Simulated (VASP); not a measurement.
# Sr3Zn2H (P4/mmm) in VASP: a series of runs

The runs below take Sr3Zn2H through single point, with PBE.

Everything below comes from runs of VASP 6.6.1. Logs are shortened: lines on timing, memory, paths and dates and some standing lists are left out, and cuts for length are marked.

## Step 1: The cell of the first run

The structure is tetragonal, space group P4/mmm (No. 123). Conventional cell: a = 6.182 Å, b = 6.182 Å, c = 3.864 Å, α = 90.00°, β = 90.00°, γ = 90.00°. Sr (site symmetry mmm) has 4 Sr at 3.09 to 3.86 Å and 6 Zn at 3.09 to 3.65 Å and 4 H at 3.65 Å within 4.1 Å. Sr (site symmetry 4/mmm) has 2 H at 1.93 Å within 2.6 Å. Within 2.6 Å of Zn (site symmetry 4/mmm) lie 2 Zn at 1.93 Å. Within 2.6 Å of Zn (site symmetry 4/mmm) lie 2 Zn at 1.93 Å. H (site symmetry 4/mmm) has 2 Sr at 1.93 Å within 2.6 Å.

The cell was built from a structure type or drawn by symmetry, and may not be a known phase.

## Step 2: Single point, PBE

The input, INCAR:

```
SYSTEM = Sr3Zn2H
PREC = Accurate
ENCUT = 520
EDIFF = 1E-6
ISMEAR = 0
SIGMA = 0.1
LREAL = .FALSE.
LASPH = .TRUE.
NELM = 60
ALGO = Normal
ISIF = 2
LWAVE = .FALSE.
LCHARG = .FALSE.
GGA = PE
NBANDS = 36
```

The input, KPOINTS:

```
Automatic mesh
0
G
  4 4 4
  0 0 0
```

The input, POSCAR:

```
Sr3Zn2H
1.0
    6.1822698300      0.0000000000      0.0000000000
    0.0000000000      6.1822698300      0.0000000000
    0.0000000000      0.0000000000      3.8640026400
Sr Zn H
3 2 1
Direct
    0.0000000000      0.5000000000      0.0000000000
    0.5000000000      0.0000000000      0.0000000000
    0.0000000000      0.0000000000      0.0000000000
    0.5000000000      0.5000000000      0.5000000000
    0.5000000000      0.5000000000      0.0000000000
    0.0000000000      0.0000000000      0.5000000000
```

Potentials or basis: VASP PAW PBE potentials, release 64 (Sr_sv, Zn, H).

Launch:

```bash
$ cat potpaw_PBE.64/Sr_sv/POTCAR potpaw_PBE.64/Zn/POTCAR potpaw_PBE.64/H/POTCAR > POTCAR
$ mpirun -np 1 vasp_std > vasp.out
```

OUTCAR:

```text
SYSTEM = Sr3Zn2H
   PREC = Accurate
   ENCUT = 520
   EDIFF = 1E-6
   ISMEAR = 0
   LREAL = .FALSE.
   LASPH = .TRUE.
   NELM = 60
   ISIF = 2
   GGA = PE

 ion  position               nearest neighbor table
   1  0.000  0.500  0.000-   3 3.09   5 3.09   3 3.09   5 3.09   4 3.65   4 3.65   4 3.65   4 3.65
                             2 4.37   2 4.37   2 4.37   2 4.37   3 4.95   3 4.95   3 4.95   3 4.95
   2  0.500  0.000  0.000-   3 3.09   5 3.09   5 3.09   3 3.09   4 3.65   4 3.65   4 3.65   4 3.65
                             1 4.37   1 4.37   1 4.37   1 4.37   3 4.95   3 4.95   3 4.95   3 4.95
   3  0.000  0.000  0.000-   6 1.93   6 1.93   1 3.09   2 3.09   1 3.09   2 3.09   2 4.95   2 4.95
                             1 4.95   1 4.95   1 4.95   2 4.95   1 4.95   2 4.95
   4  0.500  0.500  0.500-   5 1.93   5 1.93   1 3.65   1 3.65   2 3.65   2 3.65   2 3.65   2 3.65
                             1 3.65   1 3.65
   5  0.500  0.500  0.000-   4 1.93   4 1.93   1 3.09   2 3.09   2 3.09   1 3.09
   6  0.000  0.000  0.500-   3 1.93   3 1.93

  LATTYP: Found a simple tetragonal cell.
 ALAT       =     6.1822698300
 C/A-ratio  =     0.6250135866

  Lattice vectors:

 A1 = (   6.1822698300,   0.0000000000,   0.0000000000)
 A2 = (   0.0000000000,   6.1822698300,   0.0000000000)
 A3 = (   0.0000000000,   0.0000000000,   3.8640026400)

Analysis of symmetry for initial positions (statically):
=====================================================================
 Subroutine PRICEL returns:
 Original cell was already a primitive cell.

 Routine SETGRP: Setting up the symmetry group for a
 simple tetragonal supercell.

 Subroutine GETGRP returns: Found 16 space group operations
 (whereof 16 operations were pure point group operations)
 out of a pool of 16 trial point group operations.

The static configuration has the point symmetry D_4h.

Analysis of symmetry for dynamics (positions and initial velocities):
=====================================================================
 Subroutine PRICEL returns:
 Original cell was already a primitive cell.

 Routine SETGRP: Setting up the symmetry group for a
 simple tetragonal supercell.

 Subroutine GETGRP returns: Found 16 space group operations
 (whereof 16 operations were pure point group operations)
 out of a pool of 16 trial point group operations.

The dynamic configuration has the point symmetry D_4h.

 Subroutine INISYM returns: Found 16 space group operations
 (whereof 16 operations are pure point group operations),
 and found     1 'primitive' translations

[... 98 lines left out ...]
   NSW    =      0    number of steps for IOM
   IBRION =     -1    ionic relax: 0-MD 1-quasi-New 2-CG
   NFREE  =      0    steps in history (QN), initial steepest desc. (CG)
   ISIF   =      2    stress and relaxation
   ISYM   =      2    0-nonsym 1-usesym 2-fastsym
   POTIM  = 0.5000    time-step for ionic-motion
   TEBEG  =    0.0;   TEEND  =   0.0 temperature during run
   PSTRESS=    0.0 pullay stress
   NELECT =      55.0000    total number of electrons
   NUPDOWN=      -1.0000    fix difference up-down
   EMIN   =  10.00;   EMAX   =-10.00  energy-range for DOS
   EFERMI =   0.00;   METHOD = LEGACY
   ISMEAR =     0;   SIGMA  =   0.10  broadening in eV -4-tet -1-fermi 0-gaus
   EFERMI_NEDOS =   21; number of points for ismear=-14 and -15
   IALGO  =     38    algorithm
   IMIX   =      4    mixing-type and parameters
     AMIX     =   0.40;   BMIX     =  1.00
     AMIX_MAG =   1.60;   BMIX_MAG =  1.00
  volume/ion in A,a.u.               =      24.61       166.10
  Fermi-wavevector in a.u.,A,eV,Ry     =   1.177835  2.225786 18.875312  1.387296
  Thomas-Fermi vector in A             =   2.314175
   LORBIT       =      0    0 simple, 1 ext, 2 COOP (PROOUT), +10 PAW based schemes
   GGA     = PE    functional components
   LHFCALC =     F    Hartree Fock is set to
   AEXX    =    0.0000 exact exchange contribution
   IVDW    =     0    specifies the selected vdW correction
   LEPSILON=     F    determine dielectric tensor
   LRPA    =     F    only Hartree local field effects (RPA)
 non-spin polarized calculation
 Gauss-broadening in eV      SIGMA  =   0.10
  energy-cutoff  :      520.00
  volume of cell :      147.68
 maximum number of plane-waves:      3998
 NGX is ok and might be reduce to    48
   NGX = 23   NGY = 23   NGZ = 15

 number of electron      54.9999940 magnetization

 Free energy of the ion-electron system (eV)
  ---------------------------------------------------
  ext. energy  EPLUGINS =         0.00000000
  ---------------------------------------------------
  free energy    TOTEN  =        -4.77856800 eV

  energy without entropy =       -4.75479182  energy(sigma->0) =       -4.76667991

 E-fermi :   2.7556     XC(G=0):  -9.0736

 val. band max:        2.7292870095   @ k =   0.5000   0.2500   0.5000
 cond. band min:       2.7802495776   @ k =   0.2500   0.0000   0.5000
 fundamental gap:      0.0509625681
 Fermi energy:         2.7555605593

 k-point     1 :       0.0000    0.0000    0.0000
  band No.  band energies     occupation
      1     -33.6199      2.00000
      2     -33.5808      2.00000
      3     -32.8598      2.00000
      4     -16.4243      2.00000
      5     -16.4243      2.00000
      6     -15.5204      2.00000
[... 691 lines left out ...]
     35       5.6152      0.00000
     36       5.6154      0.00000

------------------------ aborting loop because EDIFF is reached ----------------------------------------

  FORCE on cell =-STRESS in cart. coord.  units (eV):
  Direction    XX          YY          ZZ          XY          YZ          ZX
  --------------------------------------------------------------------------------------
  -------------------------------------------------------------------------------------
  Total        5.8686753      5.8686753     37.9594623      0.0000000      0.0000000      0.0000000
  in kB       63.6674329     63.6674329    411.8103971      0.0000000      0.0000000      0.0000000
  external PRESSURE =     179.7150876 kB  Pullay stress =       0.0000000 kB

 VOLUME and BASIS-vectors are now :
 -----------------------------------------------------------------------------
  energy-cutoff  :      520.00
  volume of cell :      147.68
      direct lattice vectors                 reciprocal lattice vectors
     6.182269830  0.000000000  0.000000000     0.161752888  0.000000000  0.000000000
     0.000000000  6.182269830  0.000000000     0.000000000  0.161752888  0.000000000
     0.000000000  0.000000000  3.864002640     0.000000000  0.000000000  0.258798995

 POSITION                                       TOTAL-FORCE (eV/Angst)
 -----------------------------------------------------------------------------------
      0.00000      3.09113      0.00000         0.000000      0.000000      0.000000
      3.09113      0.00000      0.00000         0.000000      0.000000      0.000000
      0.00000      0.00000      0.00000         0.000000      0.000000      0.000000
      3.09113      3.09113      1.93200         0.000000      0.000000      0.000000
      3.09113      3.09113      0.00000         0.000000      0.000000      0.000000
      0.00000      0.00000      1.93200         0.000000      0.000000      0.000000
 -----------------------------------------------------------------------------------
    total drift:                                0.000000      0.000000      0.000000

  FREE ENERGIE OF THE ION-ELECTRON SYSTEM (eV)
  ---------------------------------------------------
  free  energy   TOTEN  =        -4.7785679984 eV

  energy  without entropy=       -4.7547918207  energy(sigma->0) =       -4.76667991
```

Run time: 2.1 min. Hardware: 1 thread of Oxide Virtual Turin-like, shared host; peak memory 0.26 GiB.

What came out:

* Free energy: -4.7786 eV
* Pressure: 18.0 GPa
* Band gap on the k mesh: zero (an odd number of electrons rules out a gap without spin polarisation)

Levels at points of the mesh, in eV from the Fermi level:
```csv
k point,band 24,band 25,band 26,band 27,band 28,band 29,band 30,band 31
"(0.00, 0.00, 0.00)",-4.73,-1.04,-1.04,-0.91,-0.72,-0.18,0.77,0.98
"(0.50, 0.00, 0.00)",-4.87,-2.47,-1.61,-0.25,0.24,0.83,1.00,1.14
"(0.50, 0.50, 0.00)",-4.70,-2.74,-2.74,0.71,0.71,0.83,0.87,1.87
"(0.00, 0.00, 0.50)",-4.32,-1.41,-1.01,-1.01,-0.25,-0.08,0.78,1.19
"(0.50, 0.00, 0.50)",-4.45,-1.84,-0.63,-0.49,0.12,0.18,0.86,1.03
"(0.50, 0.50, 0.50)",-4.27,-1.86,-0.32,-0.32,-0.16,-0.16,1.78,2.03
```

Caveat: the k points lie up to 0.41 Å⁻¹ apart, too coarse for converged energies and pressures of a metal.

(Part 1 of 2 ends here.)
